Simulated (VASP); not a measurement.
# W (Fm-3m) in VASP: notebook, part 3 of 3

VASP 6.6.1. Earlier steps stand in the parts before.

## 6. Single point, r2SCAN

This run uses another cell than the first one, of 16.73 Å³/atom, 1.111 times its volume.

Contents of POSCAR:

```
W
1.0
    0.0000000000      2.0300000000      2.0300000000
    2.0300000000      0.0000000000      2.0300000000
    2.0300000000      2.0300000000      0.0000000000
W
1
Direct
    0.0000000000      0.0000000000      0.0000000000
```

Contents of INCAR.step1:

```
  ALGO = Normal
  EDIFF = 1E-4
  ENCUT = 520
  GGA = PE
  ISMEAR = -1
  LASPH = True
  LCHARG = False
  LREAL = False
  LWAVE = True
  NBANDS = 13
  NELM = 80
  PREC = Accurate
  SIGMA = 0.1
```

Contents of INCAR.step2:

```
  ALGO = Normal
  EDIFF = 1E-6
  ENCUT = 520
  ISIF = 2
  ISMEAR = -1
  ISTART = 1
  LASPH = True
  LCHARG = False
  LMIXTAU = True
  LREAL = False
  LWAVE = False
  METAGGA = R2SCAN
  NBANDS = 13
  NELM = 80
  PREC = Accurate
  SIGMA = 0.1
```

Contents of KPOINTS:

```
k-points
0
Gamma
  12 12 12
```

Potentials or basis: VASP PAW PBE potentials, release 64 (W_sv).

The run is started by

```bash
> cat potpaw_PBE.64/W_sv/POTCAR > POTCAR
> cp INCAR.step1 INCAR
> mpirun -np 1 vasp_std > vasp.out
> cp INCAR.step2 INCAR
> mpirun -np 1 vasp_std > vasp.out
```

OUTCAR:

```text
EDIFF = 1E-6
   ENCUT = 520
   ISIF = 2
   ISMEAR = -1
   ISTART = 1
   LASPH = True
   LREAL = False
   METAGGA = R2SCAN
   NELM = 80
   PREC = Accurate

 ion  position               nearest neighbor table
   1  0.000  0.000  0.000-

  LATTYP: Found a face centered cubic cell.
 ALAT       =     4.0600000000

  Lattice vectors:

 A1 = (   0.0000000000,   2.0300000000,   2.0300000000)
 A2 = (   2.0300000000,   0.0000000000,   2.0300000000)
 A3 = (   2.0300000000,   2.0300000000,   0.0000000000)

Analysis of symmetry for initial positions (statically):
=====================================================================
 Subroutine PRICEL returns:
 Original cell was already a primitive cell.

 Routine SETGRP: Setting up the symmetry group for a
 face centered cubic supercell.

 Subroutine GETGRP returns: Found 48 space group operations
 (whereof 48 operations were pure point group operations)
 out of a pool of 48 trial point group operations.

The static configuration has the point symmetry O_h .

Analysis of symmetry for dynamics (positions and initial velocities):
=====================================================================
 Subroutine PRICEL returns:
 Original cell was already a primitive cell.

 Routine SETGRP: Setting up the symmetry group for a
 face centered cubic supercell.

 Subroutine GETGRP returns: Found 48 space group operations
 (whereof 48 operations were pure point group operations)
 out of a pool of 48 trial point group operations.

The dynamic configuration has the point symmetry O_h .

 Subroutine INISYM returns: Found 48 space group operations
 (whereof 48 operations are pure point group operations),
 and found     1 'primitive' translations

----------------------------------------------------------------------------------------

                                     Primitive cell

  volume of cell :      16.7309

  direct lattice vectors                    reciprocal lattice vectors
     0.000000000  2.030000000  2.030000000    -0.246305419  0.246305419  0.246305419
     2.030000000  0.000000000  2.030000000     0.246305419 -0.246305419  0.246305419
     2.030000000  2.030000000  0.000000000     0.246305419  0.246305419 -0.246305419

  length of vectors
     2.870853532  2.870853532  2.870853532     0.426613499  0.426613499  0.426613499

  position of ions in fractional coordinates (direct lattice)
     0.000000000  0.000000000  0.000000000

  ion indices of the primitive-cell ions
   primitive index   ion index
                 1           1

----------------------------------------------------------------------------------------

 KPOINTS: k-points

Automatic generation of k-mesh.
 Grid dimensions read from file:
 generate k-points for:   12   12   12

 Generating k-lattice:

  Cartesian coordinates                     Fractional coordinates (reciprocal lattice)
    -0.020525452  0.020525452  0.020525452     0.083333333  0.000000000  0.000000000
     0.020525452 -0.020525452  0.020525452     0.000000000  0.083333333  0.000000000
     0.020525452  0.020525452 -0.020525452     0.000000000  0.000000000  0.083333333

  Length of vectors
     0.035551125  0.035551125  0.035551125

  Shift w.r.t. Gamma in fractional coordinates (k-lattice)
     0.000000000  0.000000000  0.000000000

 Subroutine IBZKPT returns following result:
 ===========================================

 Found     72 irreducible k-points:

 Following reciprocal coordinates:
            Coordinates               Weight
  0.000000  0.000000  0.000000      1.000000
  0.083333  0.000000  0.000000      8.000000
  0.166667  0.000000  0.000000      8.000000
  0.250000  0.000000  0.000000      8.000000
  0.333333  0.000000  0.000000      8.000000
  0.416667  0.000000  0.000000      8.000000
[... 16 lines left out ...]
  0.500000  0.166667  0.000000     24.000000
 -0.416667  0.166667  0.000000     24.000000
 [... further k-points ...]
   k-points           NKPTS =     72   k-points in BZ     NKDIM =     72   number of bands    NBANDS=     13
   number of dos      NEDOS =    301   number of ions     NIONS =      1
   total plane-waves  NPLWV =  13824
   dimension x,y,z NGX =    24 NGY =   24 NGZ =   24
   dimension x,y,z NGXF=    48 NGYF=   48 NGZF=   48
   ions per type =               1
   NGX,Y,Z   is equivalent  to a cutoff of  13.90, 13.90, 13.90 a.u.
   NGXF,Y,Z  is equivalent  to a cutoff of  27.80, 27.80, 27.80 a.u.
 SYSTEM =  unknown system
   PREC   = accura    normal or accurate (medium, high low for compatibility)
   ISTART =      1    job   : 0-new  1-cont  2-samecut
   ICHARG =      0    charge: 1-file 2-atom 10-const
   ISPIN  =      1    spin polarized calculation?
   LNONCOLLINEAR =      F non collinear calculations
   LSORBIT =      F    spin-orbit coupling
   LASPH  =      T    aspherical Exc in radial PAW
   ENCUT  =  520.0 eV  38.22 Ry    6.18 a.u.   5.34  5.34  5.34*2*pi/ulx,y,z
   NELM   =     80;   NELMIN=  2; NELMDL=  0     # of ELM steps
   EDIFF  = 0.1E-05   stopping-criterion for ELM
   LREAL  =      F    real-space projection
   EDIFFG = 0.1E-04   stopping-criterion for IOM
   NSW    =      0    number of steps for IOM
   IBRION =     -1    ionic relax: 0-MD 1-quasi-New 2-CG
   NFREE  =      0    steps in history (QN), initial steepest desc. (CG)
   ISIF   =      2    stress and relaxation
   ISYM   =      2    0-nonsym 1-usesym 2-fastsym
   POTIM  = 0.5000    time-step for ionic-motion
   TEBEG  =    0.0;   TEEND  =   0.0 temperature during run
   PSTRESS=    0.0 pullay stress
   NELECT =      14.0000    total number of electrons
   NUPDOWN=      -1.0000    fix difference up-down
   EMIN   =  10.00;   EMAX   =-10.00  energy-range for DOS
   EFERMI =   0.00;   METHOD = LEGACY
   ISMEAR =    -1;   SIGMA  =   0.10  broadening in eV -4-tet -1-fermi 0-gaus
   EFERMI_NEDOS =   21; number of points for ismear=-14 and -15
   IALGO  =     38    algorithm
   IMIX   =      4    mixing-type and parameters
     AMIX     =   0.40;   BMIX     =  1.00
     AMIX_MAG =   1.60;   BMIX_MAG =  1.00
  volume/ion in A,a.u.               =      16.73       112.91
  Fermi-wavevector in a.u.,A,eV,Ry     =   1.542688  2.915258 32.380324  2.379887
  Thomas-Fermi vector in A             =   2.648457
   LORBIT       =      0    0 simple, 1 ext, 2 COOP (PROOUT), +10 PAW based schemes
   METAGGA = R2SCAN    functional components
   LHFCALC =     F    Hartree Fock is set to
   AEXX    =    0.0000 exact exchange contribution
   IVDW    =     0    specifies the selected vdW correction
   LEPSILON=     F    determine dielectric tensor
   LRPA    =     F    only Hartree local field effects (RPA)
 non-spin polarized calculation
  energy-cutoff  :      520.00
  volume of cell :       16.73
 maximum number of plane-waves:       464
 NGX is ok and might be reduce to    24
   NGX = 11   NGY = 11   NGZ = 11

 number of electron      14.0000002 magnetization

 Free energy of the ion-electron system (eV)
  ---------------------------------------------------
  ext. energy  EPLUGINS =         0.00000000
  ---------------------------------------------------
  free energy    TOTEN  =       -50.80359890 eV

  energy without entropy =      -50.76313239  energy(sigma->0) =      -50.78336564

 E-fermi :  10.1259     XC(G=0): -14.6064

 val. band max:       10.1135113156   @ k =   0.3333   0.0833   0.0000
 cond. band min:      10.1302689346   @ k =   0.2500   0.1667   0.0000
 fundamental gap:      0.0167576190
 Fermi energy:        10.1258507112

 k-point     1 :       0.0000    0.0000    0.0000
  band No.  band energies     occupation
      1     -65.5671      2.00000
      2     -28.5297      2.00000
      3     -28.5297      2.00000
      4     -28.5297      2.00000
      5       0.6978      2.00000
      6       9.5166      1.99549
      7       9.5166      1.99549
      8       9.5166      1.99549
      9      12.8187      0.00000
     10      12.8187      0.00000
     11      23.4173      0.00000
     12      28.9933      0.00000
     13      28.9933      0.00000
[... 353 lines left out ...]
 k-point    24 :      -0.4167    0.1667    0.0000
  band No.  band energies     occupation
      1     -65.4460      2.00000
      2     -29.5707      2.00000
      3     -28.8951      2.00000
      4     -28.7250      2.00000
      5       5.3027      2.00000
      6       8.1145      2.00000
      7       9.4661      1.99727
      8      10.2728      0.37397
      9      14.6031      0.00000
     10      16.9955      0.00000
     11      20.1816      0.00000
     12      25.3358      0.00000
     13      28.1885      0.00000

 [... further k-points ...]

------------------------ aborting loop because EDIFF is reached ----------------------------------------

  FORCE on cell =-STRESS in cart. coord.  units (eV):
  Direction    XX          YY          ZZ          XY          YZ          ZX
  --------------------------------------------------------------------------------------
  -------------------------------------------------------------------------------------
  Total       -0.8464809     -0.8464809     -0.8464809      0.0000000      0.0000000      0.0000000
  in kB      -81.0605664    -81.0605664    -81.0605664      0.0000000      0.0000000      0.0000000
  external PRESSURE =     -81.0605664 kB  Pullay stress =       0.0000000 kB

 VOLUME and BASIS-vectors are now :
 -----------------------------------------------------------------------------
  energy-cutoff  :      520.00
  volume of cell :       16.73
      direct lattice vectors                 reciprocal lattice vectors
     0.000000000  2.030000000  2.030000000    -0.246305419  0.246305419  0.246305419
     2.030000000  0.000000000  2.030000000     0.246305419 -0.246305419  0.246305419
     2.030000000  2.030000000  0.000000000     0.246305419  0.246305419 -0.246305419

 POSITION                                       TOTAL-FORCE (eV/Angst)
 -----------------------------------------------------------------------------------
      0.00000      0.00000      0.00000        -0.000000      0.000000      0.000000
 -----------------------------------------------------------------------------------
    total drift:                                0.000000      0.000000     -0.000000

  FREE ENERGIE OF THE ION-ELECTRON SYSTEM (eV)
  ---------------------------------------------------
  free  energy   TOTEN  =       -50.8035988992 eV

  energy  without entropy=      -50.7631323867  energy(sigma->0) =      -50.78336564
```

OSZICAR.step1:

```text
N       E                     dE             d eps       ncg     rms          rms(c)
DAV:   1     0.851400064092E+02    0.85140E+02   -0.74689E+03  1877   0.122E+03
DAV:   2    -0.114520307141E+02   -0.96592E+02   -0.92777E+02  2102   0.316E+02
DAV:   3    -0.131148753499E+02   -0.16628E+01   -0.16547E+01  2067   0.402E+01
DAV:   4    -0.131225583172E+02   -0.76830E-02   -0.76826E-02  2092   0.303E+00
DAV:   5    -0.131226300065E+02   -0.71689E-04   -0.71690E-04  2107   0.273E-01    0.183E+01
DAV:   6    -0.126154523610E+02    0.50718E+00   -0.44593E-01  2017   0.876E+00    0.699E+00
DAV:   7    -0.124933721882E+02    0.12208E+00   -0.20744E-01  2062   0.562E+00    0.580E-01
DAV:   8    -0.124892709671E+02    0.41012E-02   -0.40599E-03  1897   0.815E-01    0.703E-02
DAV:   9    -0.124892292336E+02    0.41733E-04   -0.94176E-05  1471   0.118E-01
   1 F= -.12489229E+02 E0= -.12468113E+02  d E =-.422321E-01
```

It took 46 s on 1 thread of Intel Xeon Platinum 8259CL at 2.50GHz (Skylake/Cascade Lake), shared host; peak memory 0.15 GiB.

Results:

```yaml
Free_energy: -50.8036 eV
Pressure: -8.1 GPa
Band_gap_on_the_k_mesh: zero (band 7 reaches 12.98 eV, above the bottom of band 8 at 9.52 eV)
```

Caveat: the PAW data sets were made with another functional, which shifts forces and pressure a little; spin-orbit coupling is left out, which moves the levels of the heavy elements.

## 7. Overview

| cell | gap on the mesh (eV) | pressure (GPa) |
| --- | --- | --- |
| a = 2.772 Å, angles 60.0°, 1 atom | none | 26.5 |
| a = 2.797 Å, angles 60.0°, 1 atom | none | 16.1 |
| a = 2.822 Å, angles 60.0°, 1 atom | none | 7.0 |
| a = 2.847 Å, angles 60.0°, 1 atom | none | -1.0 |
| a = 2.871 Å, angles 60.0°, 1 atom | none | -8.1 |

Alike in all rows: task single point; level r2SCAN; potentials or basis VASP PAW PBE potentials, release 64 (W_sv); no spin polarisation; k mesh 12 × 12 × 12; cutoff (eV) 520; smearing fermi-dirac 0.1 eV.

Caveats: the PAW data sets were made with another functional, which shifts forces and pressure a little; spin-orbit coupling is left out, which moves the levels of the heavy elements.

Absolute energies hang on the potentials; compare differences alone.
